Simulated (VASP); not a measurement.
Here is a VASP 6.6.1 calculation.

File INCAR:

```
SYSTEM = HgTe
  ALGO = Normal
  EDIFF = 1E-6
  ENCUT = 500
  GGA_COMPAT = .FALSE.
  ISIF = 2
  ISMEAR = -1
  LASPH = .TRUE.
  LCHARG = .TRUE.
  LELF = .TRUE.
  LREAL = .FALSE.
  LVHAR = .TRUE.
  LWAVE = .FALSE.
  NBANDS = 16
  NELM = 120
  PREC = Accurate
  SIGMA = 0.08
```

File KPOINTS:

```
k-points
0
G
  10 10 10
  0 0 0
```

File POSCAR:

```
HgTe
1.0
    0.0000000000      2.9312060514      2.9312060514
    2.9312060514      0.0000000000      2.9312060514
    2.9312060514      2.9312060514      0.0000000000
Hg Te
1 1
Direct
    0.0000000000      0.0000000000      0.0000000000
    0.5000000000      0.5000000000      0.5000000000
```

Potentials or basis: VASP PAW LDA potentials, release 64 (Hg, Te).

Run with:

```console
$ cat potpaw_LDA.64/Hg/POTCAR potpaw_LDA.64/Te/POTCAR > POTCAR
$ mpirun -np 1 vasp_std > vasp.out
```

Task: Estimate the band gap on the k mesh.

Result: Zero (bands 9 and 10 overlap by 3.20 eV).

Task: Estimate the pressure.

Result: 3.5 GPa.

Caveat: the cell stands under pressure; spin-orbit coupling is left out, which moves the levels of the heavy elements.
